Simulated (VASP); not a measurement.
Input of a VASP 6.6.1 run:

File INCAR:

```
SYSTEM = As
PREC     = Accurate       ! precision mode
ENCUT    = 520            ! plane-wave cutoff, eV
EDIFF    = 1E-6           ! SCF threshold, eV
ISMEAR   = -1             ! smearing method
SIGMA    = 0.05           ! smearing width, eV
LREAL    = .False.        ! projectors in reciprocal space
LASPH    = .True.         ! aspherical terms in the spheres
NELM     = 100            ! most SCF steps
ALGO     = Normal         ! electronic algorithm
ISIF     = 2              ! what is computed and relaxed
LWAVE    = .False.        ! write WAVECAR
LCHARG   = .False.        ! write CHGCAR
GGA      = PE             ! functional
NBANDS   = 12             ! bands
```

File KPOINTS:

```
regular mesh
0
Gamma
  12 12 12
  0 0 0
```

File POSCAR:

```
As
1.0
    0.0000000000      3.0533432489      3.0533432489
    3.0533432489      0.0000000000      3.0533432489
    3.0533432489      3.0533432489      0.0000000000
As
2
Direct
   -0.1250000000     -0.1250000000     -0.1250000000
    0.1250000000      0.1250000000      0.1250000000
```

Potentials or basis: VASP PAW PBE potentials, release 64 (As).

Launch:

```bash
$ cat potpaw_PBE.64/As/POTCAR > POTCAR
$ mpirun -np 1 vasp_std > vasp.out
```

(1) Predict the pressure.

(2) Estimate the band gap on the k mesh.

Results:

(1) 0.1 GPa.

(2) zero (band 5 reaches 3.97 eV, above the bottom of band 6 at 2.32 eV).
